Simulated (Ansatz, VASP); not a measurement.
Given: the input of a run of VASP 6.6.1 on Bi.

File INCAR:

```
ALGO = Fast
EDIFF = 1E-7
ENCUT = 520
GGA = PE
ISIF = 2
ISMEAR = -1
LASPH = True
LCHARG = False
LREAL = False
LWAVE = False
NBANDS = 22
NELM = 60
PREC = Accurate
SIGMA = 0.05
```

File KPOINTS:

```
k-points
0
Gamma
  8 8 4
```

File POSCAR:

```
Bi
1.0
    3.1722683854      0.0000000000      0.0000000000
    0.0000000000      3.1558770435      0.0000000000
   -0.0788124821      0.0000000000      6.3123439430
Bi
2
Direct
    0.5442472500      0.0000000000      0.7495778900
    0.4557527500      0.0000000000      0.2504221100
```

Potentials or basis: VASP PAW PBE potentials, release 64 (Bi_d).

Command:

```sh
$ cat potpaw_PBE.64/Bi_d/POTCAR > POTCAR
$ mpirun -np 1 vasp_std > vasp.out
```

Task: Set up the same calculation for Ansatz 0.2.0. Potentials there: all-electron LAPW, scalar-relativistic.

Result: As run (the cutoff follows the program's own potentials):

input.yaml

```yaml
crystal:
  lattice:
    - [3.1722683854, 0.0, 0.0]
    - [0.0, 3.1558770435, 0.0]
    - [-0.0788124821, 0.0, 6.312343943]
  atoms:
    - { symbol: Bi, position: [0.54424725, 0.0, 0.74957789] }
    - { symbol: Bi, position: [0.45575275, 0.0, 0.25042211] }
kpoints:
  mp_grid: { grid: [8, 8, 4] }
scf:
  occupations: { method: fermi_dirac, width: 0.05 }
hamiltonian:
  xc: pbe
  pseudopotentials: { kind: all_electron, lapw: { basis_error: 0.0005 } }
output:
  forces: true
  stress: true
  eigenvalues: true
```

Potentials or basis: all-electron LAPW, scalar-relativistic.

Command:

```sh
$ ansatz run input.yaml --threads 1 --pin off --max-ram 3072MiB --backend cpu --events-out ev --progress --plain --runs-dir out
```

Both were run:

|  | VASP | Ansatz | Ansatz less VASP |
| --- | --- | --- | --- |
| gap on the k mesh at the Fermi level (eV) | none | none | - |
| pressure (GPa) | 6.1 | 6.2 | +0.08 |
| traceless stress, the component that is largest in VASP (GPa) | 0.71 | 0.71 | 0.000 |
| rms of the force components (eV/Å) | 0.019 | 0.020 | +0.0001 |

Atom by atom the forces differ by 0.000 eV/Å (rms over components). A gap of «none» marks a metal or a gap that the smearing closes. Ansatz ran all-electron here, and VASP with PAW potentials.

Spin-orbit coupling is off throughout.
